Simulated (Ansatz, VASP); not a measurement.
# Two plane-wave programs on Hf

File INCAR:

```
ALGO = Normal
EDIFF = 1E-7
ENCUT = 520
GGA = PS
ISIF = 2
ISMEAR = 0
LASPH = True
LCHARG = True
LELF = True
LREAL = False
LVHAR = True
LWAVE = False
NBANDS = 11
NELM = 80
PREC = Accurate
SIGMA = 0.15
```

Contents of KPOINTS:

```
k-points
0
Gamma
  18 18 18
```

Contents of POSCAR:

```
Hf
1.0
    0.0000000000      2.1312000000      2.3088000000
    2.1312000000      0.0000000000      2.3088000000
    2.1312000000      2.1312000000      0.0000000000
Hf
1
Direct
    0.0000000000      0.0000000000      0.0000000000
```

Input for Ansatz:

```yaml
crystal:
  lattice:
    - [0.0, 2.1312, 2.3088]
    - [2.1312, 0.0, 2.3088]
    - [2.1312, 2.1312, 0.0]
  atoms:
    - { symbol: Hf, position: [0.0, 0.0, 0.0] }
basis:
  ecutwfc: 420
kpoints:
  mp_grid: { grid: [18, 18, 18] }
hamiltonian:
  xc: pbesol
scf:
  occupations: { method: gaussian, width: 0.15 }
output:
  forces: true
  stress: true
  eigenvalues: true
```

Change from the starting cell: strain -0.040 along x and y, +0.040 along z, atoms carried along.

Alike in both runs: task single point; functional PBEsol; k mesh 18 × 18 × 18; occupations gaussian, width 0.15 eV; no spin polarisation.

|  | VASP | Ansatz |
| --- | --- | --- |
| version | VASP 6.6.1 | Ansatz 0.2.0 |
| potentials or method | VASP PAW PBE potentials, release 64 (Hf_pv), cutoff 520 eV | scalar-relativistic, plane waves, PAW |
| valence electrons in the cell | 10 | 26 |

|  | VASP | Ansatz | Ansatz less VASP |
| --- | --- | --- | --- |
| gap on the k mesh at the Fermi level (eV) | none | none | - |
| pressure (GPa) | 2.7 | 3.1 | +0.39 |
| traceless stress, the component that is largest in VASP (GPa) | -2.96 | -2.92 | +0.040 |

VASP's potentials were made for PBE, not for PBEsol. A gap of «none» marks a metal or a gap that the smearing closes. VASP's potentials hold 10 valence electrons a cell and Ansatz's 26, so a difference there can come from the potentials and not from the codes.

Neither program's run includes spin-orbit coupling.
